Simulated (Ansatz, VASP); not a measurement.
**Two plane-wave programs on InP**

```
CELL_PARAMETERS angstrom
0.00000 2.77240 2.77240
2.77240 0.00000 2.77240
2.77240 2.77240 0.00000
ATOMIC_POSITIONS crystal
In 0.00000 0.00000 0.00000
P 0.50000 0.50000 0.50000
```

Alike in both runs: functional PBE; k mesh 6 × 6 × 6; occupations gaussian, width 0.1 eV; no spin polarisation.

Ansatz relaxed the structure, and its values are those at the end. VASP's run is a single point on that final structure, the one shown.

```csv
,VASP,Ansatz
version,VASP 6.6.1,Ansatz 0.2.0
potentials or method,"VASP PAW PBE potentials, release 64 (In_d, P), cutoff 520 eV","scalar-relativistic, plane waves, PAW"
valence electrons in the cell,18,18
```

```tsv
	VASP	Ansatz	Ansatz less VASP
gap on the k mesh at the Fermi level (eV)	none	none	-
pressure (GPa)	-0.1	0.0	+0.03
```

A gap of «none» marks a metal or a gap that the smearing closes. With one functional, cell and mesh, what is left measures potentials, basis and numerics.
